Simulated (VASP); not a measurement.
Set up this calculation in VASP 6.6.1, as the native input.

- Task: single point
- Functional: LDA
- Potentials or basis: VASP PAW LDA potentials, release 64 (Y_sv)
- Cutoff: 520 eV
- k mesh: 17 × 17 × 17
- Occupations: fermi-dirac, width 0.05 eV
- Spin: no spin polarisation
- Dipole correction: no
- Further INCAR settings: ALGO = Normal; EDIFF = 1e-06; NBANDS = 18

The structure of Y lies in POSCAR:

```
Y
1.0
   -2.1884998149      2.1884998149      1.3090654378
    2.1884998149     -2.1884998149      1.3090654378
    2.1884998149      2.1884998149     -1.3090654378
Y
2
Direct
   -0.3750000000     -0.1250000000     -0.2500000000
    0.3750000000      0.1250000000      0.2500000000
```

The input as run:

INCAR

```
ALGO = Normal
EDIFF = 1E-6
ENCUT = 520
GGA = CA
ISIF = 2
ISMEAR = -1
LASPH = T
LCHARG = F
LREAL = F
LWAVE = F
NBANDS = 18
NELM = 100
PREC = Accurate
SIGMA = 0.05
```

KPOINTS

```
k-points
0
Gamma
  17 17 17
```

Potentials or basis: VASP PAW LDA potentials, release 64 (Y_sv).

Launch:

```bash
$ cat potpaw_LDA.64/Y_sv/POTCAR > POTCAR
$ mpirun -np 1 vasp_std > vasp.out
```

It gave:

| Item | Value |
| --- | --- |
| Pressure | 160.7 GPa |
| Band gap on the k mesh | zero (bands 11 and 12 overlap by 3.95 eV) |

Caveat: the cell stands under pressure.

Run time: 79 s on 1 thread of Intel(R) Xeon(R) 6975P-C (Granite Rapids), with other jobs on the host, peak memory 0.3 GiB.
